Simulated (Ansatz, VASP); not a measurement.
## Si: VASP beside Ansatz

```
Si
1.0
    -3.34747    3.34747    1.93512
     3.34747   -3.34747    1.93512
     3.34747    3.34747   -1.93512
Si
4
Direct
  0.82120 0.17880 0.00000
  0.17880 0.82120 0.00000
  0.82120 0.82120 0.64240
  0.17880 0.17880 0.35760
```

Change from the starting cell: volume scaled by 1.02.

Alike in both runs: task single point; functional LDA; k mesh 8 × 8 × 8; occupations fermi-dirac, width 0.05 eV; no spin polarisation.

|  | VASP | Ansatz |
| --- | --- | --- |
| version | VASP 6.6.1 | Ansatz 0.2.0 |
| potentials or method | VASP PAW LDA potentials, release 64 (Si), cutoff 520 eV | all-electron LAPW, scalar-relativistic |

VASP gave:

| Quantity | Value |
| --- | --- |
| gap on the k mesh at the Fermi level (eV) | 0.15 |
| least direct gap on the mesh (eV) | 0.30 |
| pressure (GPa) | -3.4 |
| traceless stress, the component that is largest in VASP (GPa) | -0.20 |
| rms of the force components (eV/Å) | 0.028 |

**Question.** What did Ansatz give for the same quantities?

**Answer.** gap on the k mesh at the Fermi level (eV): 0.15; least direct gap on the mesh (eV): 0.31; pressure (GPa): -3.4; traceless stress, the component that is largest in VASP (GPa): -0.19; rms of the force components (eV/Å): 0.030.

LDA's correlation is that of Perdew and Zunger in VASP and of Perdew and Wang (1992) in Ansatz. Atom by atom the forces differ by 0.002 eV/Å (rms over components). Ansatz ran all-electron here, and VASP with PAW potentials.
